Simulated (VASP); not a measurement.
# GaTe3S (Pmmm) in VASP: single point with PBE

Aim: the single point of GaTe3S with PBE.

All numbers are computed with VASP 6.6.1; they aren't measurements. Logs are shortened: lines on timing, memory, paths and dates and some standing lists are left out, and cuts for length are marked.

## Step 1: The cell of the first run

Symmetry: Pmmm, No. 47, orthorhombic system. The conventional cell has a = 3.571 Å, b = 4.302 Å, c = 6.602 Å, α = 90.00°, β = 90.00°, γ = 90.00°. Within 2.4 Å of Ga (site symmetry mmm) lie 2 S at 1.79 Å. Te (site symmetry mmm) has 2 S at 3.30 Å and 10 Te at 3.42 to 3.57 Å and 4 Ga at 3.75 Å within 4.3 Å. Within 3.3 Å of Te (site symmetry mm2) lie 2 Ga at 2.53 Å and 1 Te at 2.66 Å and 4 S at 3.10 Å. Within 2.4 Å of S (site symmetry mmm) lie 2 Ga at 1.79 Å.

## Step 2: Single point, PBE

Input file INCAR:

```
PREC = Accurate
ENCUT = 520
EDIFF = 1E-6
ISMEAR = 0
SIGMA = 0.1
LREAL = False
LASPH = True
NELM = 60
ALGO = Normal
ISIF = 2
LWAVE = False
LCHARG = False
GGA = PE
NBANDS = 26
```

Input file KPOINTS:

```
Automatic mesh
0
Gamma
  6 4 4
```

Input file POSCAR:

```
GaTe3S
1.0
    3.5709822100      0.0000000000      0.0000000000
    0.0000000000      4.3019741800      0.0000000000
    0.0000000000      0.0000000000      6.6017551500
Ga Te S
1 3 1
Direct
    0.5000000000      0.5000000000      0.5000000000
    0.0000000000      0.5000000000      0.0000000000
    0.5000000000      0.0000000000      0.7013159300
    0.5000000000      0.0000000000      0.2986840700
    0.0000000000      0.5000000000      0.5000000000
```

Potentials or basis: VASP PAW PBE potentials, release 64 (Ga_d, Te, S).

The run is started by

```
cat potpaw_PBE.64/Ga_d/POTCAR potpaw_PBE.64/Te/POTCAR potpaw_PBE.64/S/POTCAR > POTCAR
mpirun -np 1 vasp_std > vasp.out
```

OUTCAR:

```text
PREC = Accurate
   ENCUT = 520
   EDIFF = 1E-6
   ISMEAR = 0
   LREAL = False
   LASPH = True
   NELM = 60
   ISIF = 2
   GGA = PE

 ion  position               nearest neighbor table
   1  0.500  0.500  0.500-   5 1.79   5 1.79   3 2.53   3 2.53   4 2.53   4 2.53
   2  0.000  0.500  0.000-   3 3.42   4 3.42   3 3.42   4 3.42   3 3.42   4 3.42   3 3.42   4 3.42

   3  0.500  0.000  0.701-   1 2.53   1 2.53   4 2.66   5 3.10   5 3.10   5 3.10   5 3.10   2 3.42
                             2 3.42   2 3.42   2 3.42
   4  0.500  0.000  0.299-   1 2.53   1 2.53   3 2.66   5 3.10   5 3.10   5 3.10   5 3.10   2 3.42
                             2 3.42   2 3.42   2 3.42
   5  0.000  0.500  0.500-   1 1.79   1 1.79   4 3.10   3 3.10   4 3.10   3 3.10   3 3.10   4 3.10
                             3 3.10   4 3.10

  LATTYP: Found a simple orthorhombic cell.
 ALAT       =     3.5709822100
 B/A-ratio  =     1.2047033357
 C/A-ratio  =     1.8487224976

  Lattice vectors:

 A1 = (   3.5709822100,   0.0000000000,   0.0000000000)
 A2 = (   0.0000000000,   4.3019741800,   0.0000000000)
 A3 = (   0.0000000000,   0.0000000000,   6.6017551500)

Analysis of symmetry for initial positions (statically):
=====================================================================
 Subroutine PRICEL returns:
 Original cell was already a primitive cell.

 Routine SETGRP: Setting up the symmetry group for a
 simple orthorhombic supercell.

 Subroutine GETGRP returns: Found  8 space group operations
 (whereof  8 operations were pure point group operations)
 out of a pool of  8 trial point group operations.

The static configuration has the point symmetry D_2h.

Analysis of symmetry for dynamics (positions and initial velocities):
=====================================================================
 Subroutine PRICEL returns:
 Original cell was already a primitive cell.

 Routine SETGRP: Setting up the symmetry group for a
 simple orthorhombic supercell.

 Subroutine GETGRP returns: Found  8 space group operations
 (whereof  8 operations were pure point group operations)
 out of a pool of  8 trial point group operations.

The dynamic configuration has the point symmetry D_2h.

 Subroutine INISYM returns: Found  8 space group operations
 (whereof  8 operations are pure point group operations),
 and found     1 'primitive' translations

----------------------------------------------------------------------------------------

[... 95 lines left out ...]
   LASPH  =      T    aspherical Exc in radial PAW
   ENCUT  =  520.0 eV  38.22 Ry    6.18 a.u.   6.64  8.00 12.27*2*pi/ulx,y,z
   NELM   =     60;   NELMIN=  2; NELMDL= -5     # of ELM steps
   EDIFF  = 0.1E-05   stopping-criterion for ELM
   LREAL  =      F    real-space projection
   EDIFFG = 0.1E-04   stopping-criterion for IOM
   NSW    =      0    number of steps for IOM
   IBRION =     -1    ionic relax: 0-MD 1-quasi-New 2-CG
   NFREE  =      0    steps in history (QN), initial steepest desc. (CG)
   ISIF   =      2    stress and relaxation
   ISYM   =      2    0-nonsym 1-usesym 2-fastsym
   POTIM  = 0.5000    time-step for ionic-motion
   TEBEG  =    0.0;   TEEND  =   0.0 temperature during run
   PSTRESS=    0.0 pullay stress
   NELECT =      37.0000    total number of electrons
   NUPDOWN=      -1.0000    fix difference up-down
   EMIN   =  10.00;   EMAX   =-10.00  energy-range for DOS
   EFERMI =   0.00;   METHOD = LEGACY
   ISMEAR =     0;   SIGMA  =   0.10  broadening in eV -4-tet -1-fermi 0-gaus
   EFERMI_NEDOS =   21; number of points for ismear=-14 and -15
   IALGO  =     38    algorithm
   IMIX   =      4    mixing-type and parameters
     AMIX     =   0.40;   BMIX     =  1.00
     AMIX_MAG =   1.60;   BMIX_MAG =  1.00
  volume/ion in A,a.u.               =      20.28       136.88
  Fermi-wavevector in a.u.,A,eV,Ry     =   1.169779  2.210562 18.617976  1.368383
  Thomas-Fermi vector in A             =   2.306247
   LORBIT       =      0    0 simple, 1 ext, 2 COOP (PROOUT), +10 PAW based schemes
   GGA     = PE    functional components
   LHFCALC =     F    Hartree Fock is set to
   AEXX    =    0.0000 exact exchange contribution
   IVDW    =     0    specifies the selected vdW correction
   LEPSILON=     F    determine dielectric tensor
   LRPA    =     F    only Hartree local field effects (RPA)
 non-spin polarized calculation
 Gauss-broadening in eV      SIGMA  =   0.10
  energy-cutoff  :      520.00
  volume of cell :      101.42
 maximum number of plane-waves:      2752
 NGX is ok and might be reduce to    28
   NGX = 13   NGY = 15   NGZ = 25

 number of electron      37.0000011 magnetization

 Free energy of the ion-electron system (eV)
  ---------------------------------------------------
  ext. energy  EPLUGINS =         0.00000000
  ---------------------------------------------------
  free energy    TOTEN  =        -6.67273590 eV

  energy without entropy =       -6.65134529  energy(sigma->0) =       -6.66204059

 E-fermi :   9.5248     XC(G=0): -10.9351

 val. band max:        9.5247336513   @ k =   0.1667   0.0000   0.5000
 cond. band min:       9.5305344172   @ k =   0.0000   0.0000   0.5000
 fundamental gap:      0.0058007659
 Fermi energy:         9.5247809111

 k-point     1 :       0.0000    0.0000    0.0000
  band No.  band energies     occupation
      1      -9.9171      2.00000
      2      -7.3383      2.00000
      3      -7.3232      2.00000
      4      -7.2578      2.00000
      5      -7.0700      2.00000
      6      -6.4820      2.00000
[... 685 lines left out ...]
     25      16.5810      0.00000
     26      16.7392      0.00000

 [... further k-points ...]
[... 5 lines left out ...]
  --------------------------------------------------------------------------------------
  -------------------------------------------------------------------------------------
  Total       54.2188992     25.5146927     18.8827854      0.0000000      0.0000000      0.0000000
  in kB      856.5374955    403.0751506    298.3058291      0.0000000      0.0000000      0.0000000
  external PRESSURE =     519.3061584 kB  Pullay stress =       0.0000000 kB

 VOLUME and BASIS-vectors are now :
 -----------------------------------------------------------------------------
  energy-cutoff  :      520.00
  volume of cell :      101.42
      direct lattice vectors                 reciprocal lattice vectors
     3.570982210  0.000000000  0.000000000     0.280034999  0.000000000  0.000000000
     0.000000000  4.301974180  0.000000000     0.000000000  0.232451418  0.000000000
     0.000000000  0.000000000  6.601755150     0.000000000  0.000000000  0.151474870

 POSITION                                       TOTAL-FORCE (eV/Angst)
 -----------------------------------------------------------------------------------
      1.78549      2.15099      3.30088        -0.000000      0.000000      0.000000
      0.00000      2.15099      0.00000        -0.000000      0.000000      0.000000
      1.78549      0.00000      4.62992        -0.000000      0.000000      5.793449
      1.78549      0.00000      1.97184         0.000000      0.000000     -5.793449
      0.00000      2.15099      3.30088        -0.000000      0.000000      0.000000
 -----------------------------------------------------------------------------------
    total drift:                                0.000000      0.000000      0.000000

  FREE ENERGIE OF THE ION-ELECTRON SYSTEM (eV)
  ---------------------------------------------------
  free  energy   TOTEN  =        -6.6727358960 eV

  energy  without entropy=       -6.6513452878  energy(sigma->0) =       -6.66204059
```

It took 40 s on 1 thread of Intel Xeon Platinum 8559C (Emerald Rapids), shared host; peak memory 0.25 GiB.

What came out:

- Free energy: -6.6727 eV
- Pressure: 51.9 GPa
- Largest force: 5.793 eV/Å

Forces on the atoms (eV/Å):
```
Ga   0.000  0.000  0.000
Te   0.000  0.000  0.000
Te   0.000  0.000  5.793
Te   0.000  0.000 -5.793
S    0.000  0.000  0.000
```

Levels at points of the mesh, in eV from the Fermi level:
```csv
k point,band 15,band 16,band 17,band 18,band 19,band 20,band 21,band 22,band 23,band 24
"(0.00, 0.00, 0.00)",-2.03,-1.42,-0.82,-0.78,0.66,0.85,1.62,3.34,3.72,4.48
"(0.50, 0.00, 0.00)",-3.92,-0.98,-0.84,-0.75,-0.58,0.27,0.87,2.75,3.51,4.09
"(0.00, 0.50, 0.00)",-1.31,-0.85,0.58,0.81,0.89,1.17,1.65,2.74,4.28,5.62
"(0.50, 0.50, 0.00)",-4.25,-3.42,-2.89,0.45,1.16,1.32,2.63,4.51,5.92,5.97
"(0.00, 0.00, 0.50)",-0.88,-0.78,0.01,0.01,0.12,0.81,0.81,2.59,3.36,5.05
"(0.50, 0.00, 0.50)",-3.61,-3.41,-1.31,-0.99,-0.89,-0.79,-0.44,4.28,5.07,5.72
"(0.00, 0.50, 0.50)",-2.33,-2.02,-1.19,0.13,0.70,0.86,2.67,4.27,4.53,7.04
"(0.50, 0.50, 0.50)",-3.54,-1.86,-1.65,-0.50,-0.28,-0.02,0.12,4.62,5.37,5.99
```

Caveat: the k points lie up to 0.37 Å⁻¹ apart; spin-orbit coupling is left out, which moves the levels of the heavy elements; forces of over 1 eV/Å act on the atoms, so gaps and moduli don't describe the material at rest.
